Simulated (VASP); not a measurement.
# MgO (m) (I4/mmm) in VASP: further runs

The runs below take MgO (m) through single point, with PBE.

Everything below comes from runs of VASP 6.6.1. Logs are shortened: lines on timing, memory, paths and dates and some standing lists are left out, and cuts for length are marked.

## (1) The cell of the first run

The structure is tetragonal, space group I4/mmm (No. 139). Conventional cell: a = 2.942 Å, b = 2.942 Å, c = 4.368 Å, α = 90.00°, β = 90.00°, γ = 90.00°. Within 2.8 Å of Mg (site symmetry 4/mmm) lie 6 O at 2.08 to 2.18 Å. Within 2.8 Å of O (site symmetry 4/mmm) lie 6 Mg at 2.08 to 2.18 Å.

## (2) Single point, PBE

INCAR

```
PREC = Accurate
ENCUT = 600
EDIFF = 1E-6
ISMEAR = 0
SIGMA = 0.1
LREAL = False
LASPH = True
NELM = 120
ALGO = Normal
ISIF = 2
LWAVE = False
LCHARG = False
GGA = PE
NBANDS = 16
GGA_COMPAT = False
```

KPOINTS

```
Automatic mesh
0
Gamma
  6 6 4
```

POSCAR

```
MgO
1.0
    2.9422714537      0.0000000000      0.0000000000
    0.0000000000      2.9422714537      0.0000000000
    0.0000000000      0.0000000000      4.3679383325
Mg O
2 2
Direct
    0.0000000000      0.0000000000      0.0000000000
    0.5000000000      0.5000000000      0.5000000000
    0.5000000000      0.5000000000      0.0000000000
    0.0000000000      0.0000000000      0.5000000000
```

Potentials or basis: VASP PAW PBE potentials, release 64 (Mg, O).

Started as:

```
> cat potpaw_PBE.64/Mg/POTCAR potpaw_PBE.64/O/POTCAR > POTCAR
> mpirun -np 1 vasp_std > vasp.out
```

OUTCAR:

```text
PREC = Accurate
   ENCUT = 600
   EDIFF = 1E-6
   ISMEAR = 0
   LREAL = False
   LASPH = True
   NELM = 120
   ISIF = 2
   GGA = PE

 ion  position               nearest neighbor table
   1  0.000  0.000  0.000-   3 2.08   3 2.08   3 2.08   3 2.08   4 2.18   4 2.18   2 3.02   2 3.02
                             2 3.02   2 3.02   2 3.02   2 3.02   2 3.02   2 3.02
   2  0.500  0.500  0.500-   4 2.08   4 2.08   4 2.08   4 2.08   3 2.18   3 2.18   1 3.02   1 3.02
                             1 3.02   1 3.02   1 3.02   1 3.02   1 3.02   1 3.02
   3  0.500  0.500  0.000-   1 2.08   1 2.08   1 2.08   1 2.08   2 2.18   2 2.18
   4  0.000  0.000  0.500-   2 2.08   2 2.08   2 2.08   2 2.08   1 2.18   1 2.18

  LATTYP: Found a simple tetragonal cell.
 ALAT       =     2.9422714537
 C/A-ratio  =     1.4845463450

  Lattice vectors:

 A1 = (   2.9422714537,   0.0000000000,   0.0000000000)
 A2 = (   0.0000000000,   2.9422714537,   0.0000000000)
 A3 = (   0.0000000000,   0.0000000000,   4.3679383325)

Analysis of symmetry for initial positions (statically):
=====================================================================
 Subroutine PRICEL returns following result:

  LATTYP: Found a body centered tetragonal cell.
 ALAT       =     2.9422714537
 C/A-ratio  =     1.4845463450

  Lattice vectors:

 A1 = (   1.4711357269,  -1.4711357269,  -2.1839691662)
 A2 = (  -1.4711357269,   1.4711357269,  -2.1839691662)
 A3 = (   1.4711357269,   1.4711357268,   2.1839691662)

   2 primitive cells build up your supercell.

 Routine SETGRP: Setting up the symmetry group for a
 simple tetragonal supercell.

 Subroutine GETGRP returns: Found 16 space group operations
 (whereof 16 operations were pure point group operations)
 out of a pool of 16 trial point group operations.

The static configuration has the point symmetry D_4h.

Analysis of symmetry for dynamics (positions and initial velocities):
=====================================================================
 Subroutine PRICEL returns following result:

  LATTYP: Found a body centered tetragonal cell.
 ALAT       =     2.9422714537
 C/A-ratio  =     1.4845463450

  Lattice vectors:

 A1 = (   1.4711357269,  -1.4711357269,  -2.1839691662)
 A2 = (  -1.4711357269,   1.4711357269,  -2.1839691662)
 A3 = (   1.4711357269,   1.4711357268,   2.1839691662)

   2 primitive cells build up your supercell.

 Routine SETGRP: Setting up the symmetry group for a
 simple tetragonal supercell.

 Subroutine GETGRP returns: Found 16 space group operations
 (whereof 16 operations were pure point group operations)
 out of a pool of 16 trial point group operations.

The dynamic configuration has the point symmetry D_4h.

 Subroutine INISYM returns: Found 16 space group operations
 (whereof 16 operations are pure point group operations),
 and found     2 'primitive' translations

----------------------------------------------------------------------------------------

                                     Primitive cell

  volume of cell :      18.9065

  direct lattice vectors                    reciprocal lattice vectors
     1.471135727 -1.471135727 -2.183969166     0.339873467  0.000000000 -0.228940961
    -1.471135727  1.471135727 -2.183969166     0.000000000  0.339873467 -0.228940961
     1.471135727  1.471135727  2.183969166     0.339873467  0.339873467  0.000000000

  length of vectors
     3.016322591  3.016322591  3.016322591     0.409790114  0.409790114  0.480653667

  position of ions in fractional coordinates (direct lattice)
     0.000000000  0.000000000  0.000000000
     0.500000000  0.500000000  0.000000000

  ion indices of the primitive-cell ions
   primitive index   ion index
                 1           1
                 2           4

----------------------------------------------------------------------------------------

 KPOINTS: Automatic mesh

Automatic generation of k-mesh.
 Grid dimensions read from file:
 generate k-points for:    6    6    4

 Generating k-lattice:

  Cartesian coordinates                     Fractional coordinates (reciprocal lattice)
     0.056645578  0.000000000  0.000000000     0.166666667  0.000000000  0.000000000
     0.000000000  0.056645578  0.000000000     0.000000000  0.166666667  0.000000000
     0.000000000  0.000000000  0.057235240     0.000000000  0.000000000  0.250000000

  Length of vectors
     0.056645578  0.056645578  0.057235240

  Shift w.r.t. Gamma in fractional coordinates (k-lattice)
     0.000000000  0.000000000  0.000000000

 Subroutine IBZKPT returns following result:
 ===========================================

 Found     30 irreducible k-points:

 Following reciprocal coordinates:
            Coordinates               Weight
  0.000000  0.000000  0.000000      1.000000
  0.166667  0.000000  0.000000      4.000000
  0.333333  0.000000  0.000000      4.000000
  0.500000  0.000000  0.000000      2.000000
  0.166667  0.166667  0.000000      4.000000
  0.333333  0.166667  0.000000      8.000000
[... 16 lines left out ...]
  0.333333  0.000000  0.500000      4.000000
  0.500000  0.000000  0.500000      2.000000
 [... further k-points ...]
   k-points           NKPTS =     30   k-points in BZ     NKDIM =     30   number of bands    NBANDS=     16
   number of dos      NEDOS =    301   number of ions     NIONS =      4
   total plane-waves  NPLWV =  20736
   dimension x,y,z NGX =    24 NGY =   24 NGZ =   36
   dimension x,y,z NGXF=    48 NGYF=   48 NGZF=   72
   ions per type =               2   2
   NGX,Y,Z   is equivalent  to a cutoff of  13.56, 13.56, 13.70 a.u.
   NGXF,Y,Z  is equivalent  to a cutoff of  27.12, 27.12, 27.40 a.u.
 SYSTEM =  unknown system
   PREC   = accura    normal or accurate (medium, high low for compatibility)
   ISTART =      0    job   : 0-new  1-cont  2-samecut
   ICHARG =      2    charge: 1-file 2-atom 10-const
   ISPIN  =      1    spin polarized calculation?
   LNONCOLLINEAR =      F non collinear calculations
   LSORBIT =      F    spin-orbit coupling
   LASPH  =      T    aspherical Exc in radial PAW
   ENCUT  =  600.0 eV  44.10 Ry    6.64 a.u.   5.88  5.88  8.72*2*pi/ulx,y,z
   NELM   =    120;   NELMIN=  2; NELMDL= -5     # of ELM steps
   EDIFF  = 0.1E-05   stopping-criterion for ELM
   LREAL  =      F    real-space projection
   EDIFFG = 0.1E-04   stopping-criterion for IOM
   NSW    =      0    number of steps for IOM
   IBRION =     -1    ionic relax: 0-MD 1-quasi-New 2-CG
   NFREE  =      0    steps in history (QN), initial steepest desc. (CG)
   ISIF   =      2    stress and relaxation
   ISYM   =      2    0-nonsym 1-usesym 2-fastsym
   POTIM  = 0.5000    time-step for ionic-motion
   TEBEG  =    0.0;   TEEND  =   0.0 temperature during run
   PSTRESS=    0.0 pullay stress
   NELECT =      16.0000    total number of electrons
   NUPDOWN=      -1.0000    fix difference up-down
   EMIN   =  10.00;   EMAX   =-10.00  energy-range for DOS
   EFERMI =   0.00;   METHOD = LEGACY
   ISMEAR =     0;   SIGMA  =   0.10  broadening in eV -4-tet -1-fermi 0-gaus
   EFERMI_NEDOS =   21; number of points for ismear=-14 and -15
   IALGO  =     38    algorithm
   IMIX   =      4    mixing-type and parameters
     AMIX     =   0.40;   BMIX     =  1.00
     AMIX_MAG =   1.60;   BMIX_MAG =  1.00
  volume/ion in A,a.u.               =       9.45        63.79
  Fermi-wavevector in a.u.,A,eV,Ry     =   1.229044  2.322557 20.552276  1.510550
  Thomas-Fermi vector in A             =   2.363947
   LORBIT       =      0    0 simple, 1 ext, 2 COOP (PROOUT), +10 PAW based schemes
   GGA     = PE    functional components
   LHFCALC =     F    Hartree Fock is set to
   AEXX    =    0.0000 exact exchange contribution
   IVDW    =     0    specifies the selected vdW correction
   LEPSILON=     F    determine dielectric tensor
   LRPA    =     F    only Hartree local field effects (RPA)
 non-spin polarized calculation
 Gauss-broadening in eV      SIGMA  =   0.10
  energy-cutoff  :      600.00
  volume of cell :       37.81
 maximum number of plane-waves:      1288
 NGX is ok and might be reduce to    24
   NGX = 11   NGY = 11   NGZ = 17

 number of electron      15.9999984 magnetization

 Free energy of the ion-electron system (eV)
  ---------------------------------------------------
  ext. energy  EPLUGINS =         0.00000000
  ---------------------------------------------------
  free energy    TOTEN  =       -23.79140024 eV

  energy without entropy =      -23.79140024  energy(sigma->0) =      -23.79140024

 E-fermi :   3.5587     XC(G=0): -11.0181

 val. band max:        3.1527972006   @ k =   0.0000   0.0000   0.0000
 cond. band min:       7.6900228226   @ k =   0.0000   0.0000   0.0000
 fundamental gap:      4.5372256220
 Fermi energy:         3.5587430850

 k-point     1 :       0.0000    0.0000    0.0000
  band No.  band energies     occupation
      1     -14.1127      2.00000
      2     -12.6988      2.00000
      3      -1.0456      2.00000
      4       1.8955      2.00000
      5       1.8955      2.00000
      6       3.0587      2.00000
[... 8 lines left out ...]
     15      19.0263      0.00000
     16      22.2811      0.00000

 k-point     2 :       0.1667    0.0000    0.0000
  band No.  band energies     occupation
      1     -13.9166      2.00000
      2     -12.6590      2.00000
      3      -0.7654      2.00000
      4       1.0928      2.00000
      5       1.9778      2.00000
      6       1.9924      2.00000
[... 8 lines left out ...]
     15      19.5036      0.00000
     16      21.5682      0.00000

 k-point     3 :       0.3333    0.0000    0.0000
  band No.  band energies     occupation
      1     -13.4249      2.00000
      2     -12.6551      2.00000
      3      -0.1445      2.00000
      4       0.0225      2.00000
      5       0.3709      2.00000
      6       2.2013      2.00000
[... 8 lines left out ...]
     15      20.9341      0.00000
     16      21.1030      0.00000

 k-point     4 :       0.5000    0.0000    0.0000
  band No.  band energies     occupation
      1     -12.9095      2.00000
      2     -12.9095      2.00000
      3      -0.4915      2.00000
      4      -0.4915      2.00000
      5       1.1351      2.00000
      6       1.1351      2.00000
[... 8 lines left out ...]
     15      20.9195      0.00000
     16      20.9195      0.00000

 k-point     5 :       0.1667    0.1667    0.0000
  band No.  band energies     occupation
      1     -13.7361      2.00000
      2     -12.6205      2.00000
      3      -0.4937      2.00000
      4       0.9885      2.00000
      5       1.4569      2.00000
      6       1.4887      2.00000
[... 8 lines left out ...]
     15      19.5744      0.00000
     16      19.6423      0.00000

 k-point     6 :       0.3333    0.1667    0.0000
  band No.  band energies     occupation
      1     -13.2875      2.00000
      2     -12.6087      2.00000
      3      -0.0832      2.00000
      4       0.2340      2.00000
      5       0.2622      2.00000
      6       1.6669      2.00000
[... 8 lines left out ...]
     15      19.3699      0.00000
     16      20.5222      0.00000
[... 267 lines left out ...]
 k-point    21 :       0.0000    0.0000    0.5000
  band No.  band energies     occupation
      1     -13.4343      2.00000
      2     -13.4343      2.00000
      3       0.4993      2.00000
      4       0.4993      2.00000
      5       2.4292      2.00000
      6       2.4292      2.00000
[... 8 lines left out ...]
     15      20.7286      0.00000
     16      20.7286      0.00000

 k-point    22 :       0.1667    0.0000    0.5000
  band No.  band energies     occupation
      1     -13.3004      2.00000
      2     -13.3004      2.00000
      3       0.0920      2.00000
      4       0.0920      2.00000
      5       2.2173      2.00000
      6       2.2173      2.00000
[... 8 lines left out ...]
     15      20.5482      0.00000
     16      20.5482      0.00000

 k-point    23 :       0.3333    0.0000    0.5000
  band No.  band energies     occupation
      1     -13.0129      2.00000
      2     -13.0129      2.00000
      3      -0.9405      2.00000
      4      -0.9405      2.00000
      5       2.2687      2.00000
      6       2.2687      2.00000
[... 8 lines left out ...]
     15      20.0982      0.00000
     16      20.0982      0.00000

 k-point    24 :       0.5000    0.0000    0.5000
  band No.  band energies     occupation
      1     -12.8575      2.00000
      2     -12.8575      2.00000
      3      -1.4699      2.00000
      4      -1.4699      2.00000
      5       2.3947      2.00000
      6       2.3947      2.00000
[... 8 lines left out ...]
     15      19.8470      0.00000
     16      19.8470      0.00000

 [... further k-points ...]
[... 5 lines left out ...]
  --------------------------------------------------------------------------------------
  -------------------------------------------------------------------------------------
  Total        1.2788364      1.2788364     -0.8224210      0.0000000      0.0000000      0.0000000
  in kB       54.1855658     54.1855658    -34.8467919      0.0000000      0.0000000      0.0000000
  external PRESSURE =      24.5081132 kB  Pullay stress =       0.0000000 kB

 VOLUME and BASIS-vectors are now :
 -----------------------------------------------------------------------------
  energy-cutoff  :      600.00
  volume of cell :       37.81
      direct lattice vectors                 reciprocal lattice vectors
     2.942271454  0.000000000  0.000000000     0.339873467  0.000000000  0.000000000
     0.000000000  2.942271454  0.000000000     0.000000000  0.339873467  0.000000000
     0.000000000  0.000000000  4.367938332     0.000000000  0.000000000  0.228940961

 POSITION                                       TOTAL-FORCE (eV/Angst)
 -----------------------------------------------------------------------------------
      0.00000      0.00000      0.00000         0.000000     -0.000000      0.000000
      1.47114      1.47114      2.18397         0.000000     -0.000000     -0.000000
      1.47114      1.47114      0.00000        -0.000000      0.000000      0.000000
      0.00000      0.00000      2.18397         0.000000     -0.000000      0.000000
 -----------------------------------------------------------------------------------
    total drift:                                0.000000     -0.000000     -0.000000

  FREE ENERGIE OF THE ION-ELECTRON SYSTEM (eV)
  ---------------------------------------------------
  free  energy   TOTEN  =       -23.7914002394 eV

  energy  without entropy=      -23.7914002394  energy(sigma->0) =      -23.79140024
```

It took 16 s on 1 thread of AMD EPYC 7R43 (Zen 3), shared host; peak memory 0.13 GiB.

What came out:

```yaml
Free_energy: -23.7914 eV
Pressure: 2.5 GPa
Band_gap_on_the_k_mesh: 4.54 eV
```

Expect the measured gap to be larger: semilocal functionals such as PBE lack the derivative discontinuity.

[end of part 1 of 3]
